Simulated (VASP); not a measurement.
## KCl: single point with LDA

The system is KCl.

```
CELL_PARAMETERS angstrom
0.00000 3.19763 3.19763
3.19763 0.00000 3.19763
3.19763 3.19763 0.00000
ATOMIC_POSITIONS crystal
K 0.00000 0.00000 0.00000
Cl 0.50000 0.50000 0.50000
```

```
Program                : VASP 6.6.1
Task                   : single point
Functional             : LDA
Potentials or basis    : VASP PAW LDA potentials, release 64 (K_sv, Cl)
Cutoff                 : 520 eV
k mesh                 : 7 × 7 × 7
Occupations            : fermi-dirac, width 0.03 eV
Spin                   : no spin polarisation
Dipole correction      : no
Further INCAR settings : ALGO = Normal; EDIFF = 1e-07; NBANDS = 15
```

- Pressure: -2.5 GPa
- Band gap on the k mesh: 4.59 eV

Levels at points of the mesh, in eV from the valence-band top:
| k point | band 6 | band 7 | band 8 | band 9 | band 10 | band 11 |
| --- | --- | --- | --- | --- | --- | --- |
| (0.00, 0.00, 0.00) | 0.00 | 0.00 | 0.00 | 4.59 | 8.06 | 8.06 |

Run time: 37 s on 1 thread of AMD EPYC 7R13 (shared host), peak memory 0.15 GiB.

Caveat: an odd mesh through Γ misses points on the zone boundary, where band edges can lie.
